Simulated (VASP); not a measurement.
Write the native input for VASP 6.6.1 that does the following.

| Property | Result |
| --- | --- |
| Task | single point |
| Functional | PBEsol |
| Potentials or basis | VASP PAW PBE potentials, release 64 (Gd) |
| Cutoff | 520 eV |
| k mesh | 14 × 14 × 14 |
| Occupations | fermi-dirac, width 0.08 eV |
| Spin | collinear spin, ferromagnetic start |
| Starting moments | [7.0] μB |
| Dipole correction | no |
| Further INCAR settings | ALGO = Normal; EDIFF = 1e-07; NBANDS = 19 |

The structure of Gd lies in POSCAR:

```
Gd
1.0
    0.0000000000      2.2960142125      2.2960142125
    2.2960142125      0.0000000000      2.2960142125
    2.2960142125      2.2960142125      0.0000000000
Gd
1
Direct
    0.0000000000      0.0000000000      0.0000000000
```

One way to write it, as run:

INCAR

```
PREC = Accurate
ENCUT = 520
EDIFF = 1E-7
ISMEAR = -1
SIGMA = 0.08
LREAL = False
LASPH = True
NELM = 150
ALGO = Normal
ISIF = 2
LWAVE = False
LCHARG = False
ISPIN = 2
MAGMOM = 7
LORBIT = 11
LMAXMIX = 6
GGA = PS
NBANDS = 19
```

KPOINTS

```
Automatic mesh
0
Gamma
  14 14 14
```

Potentials or basis: VASP PAW PBE potentials, release 64 (Gd).

Launch:

```sh
$ cat potpaw_PBE.64/Gd/POTCAR > POTCAR
$ mpirun -np 1 vasp_std > vasp.out
```

It gave:

```yaml
Pressure: 12.2 GPa
Net_moment: 7.24 μB per cell
Site_moments: Gd +6.87 μB
Valence_electrons_inside_the_program's_atomic_spheres: Gd 15.38
```

Caveat: the PAW data sets were made with another functional, which shifts forces and pressure a little.

It took 60 s on 1 thread of Intel(R) Xeon(R) 6975P-C (Granite Rapids), on a shared host, peak memory 0.22 GiB.
